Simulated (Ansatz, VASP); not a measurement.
# Two plane-wave programs on PbS

The input INCAR:

```
PREC = Accurate
ENCUT = 520
EDIFF = 1E-7
ISMEAR = 0
SIGMA = 0.03
LREAL = False
LASPH = True
NELM = 100
ALGO = Normal
ISIF = 2
LWAVE = False
LCHARG = True
GGA = PE
IVDW = 12
LELF = True
LVHAR = True
NBANDS = 50
```

Contents of KPOINTS:

```
regular mesh
0
Gamma
  8 8 3
```

Contents of POSCAR:

```
PbS
1.0
   -2.9671314639     -2.9671314639      0.0000000000
    2.9671314639     -2.9671314639      0.0000000000
    0.0000000000      0.0000000000     11.8685258554
Pb S
4 4
Direct
    0.5000000000      0.5000000000      0.2500000000
    0.0000000000      0.0000000000      0.5000000000
    0.5000000000      0.5000000000      0.7500000000
    0.0000000000      0.0000000000      0.0000000000
    0.0000000000      0.0000000000      0.2500000000
    0.5000000000      0.5000000000      0.5000000000
    0.0000000000      0.0000000000      0.7500000000
    0.5000000000      0.5000000000      0.0000000000
```

Input for Ansatz:

```yaml
crystal:
  lattice:
    - [-2.9671314639, -2.9671314639, 0.0]
    - [2.9671314639, -2.9671314639, 0.0]
    - [0.0, 0.0, 11.8685258554]
  atoms:
    - { symbol: Pb, position: [0.5, 0.5, 0.25] }
    - { symbol: Pb, position: [0.0, 0.0, 0.5] }
    - { symbol: Pb, position: [0.5, 0.5, 0.75] }
    - { symbol: Pb, position: [0.0, 0.0, 0.0] }
    - { symbol: S, position: [0.0, 0.0, 0.25] }
    - { symbol: S, position: [0.5, 0.5, 0.5] }
    - { symbol: S, position: [0.0, 0.0, 0.75] }
    - { symbol: S, position: [0.5, 0.5, 0.0] }
basis:
  ecutwfc: 420
kpoints:
  mp_grid: { grid: [8, 8, 3] }
hamiltonian:
  xc: pbe
  dispersion: d3bj
scf:
  occupations: { method: gaussian, width: 0.03 }
output:
  forces: true
  stress: true
  eigenvalues: true
```

Alike in both runs: task single point; functional PBE; dispersion D3(BJ); k mesh 8 × 8 × 3; occupations gaussian, width 0.03 eV; no spin polarisation.

```csv
,VASP,Ansatz
version,VASP 6.6.1,Ansatz 0.2.0
potentials or method,"VASP PAW PBE potentials, release 64 (Pb_d, S), cutoff 520 eV","scalar-relativistic, plane waves, PAW"
valence electrons in the cell,80,80
```

VASP gave:

| Item | Value |
| --- | --- |
| pressure (GPa) | -0.1 |

Question: Estimate Ansatz's values.

Answer: Pressure (GPa): 0.0.

Spin-orbit coupling is off throughout.
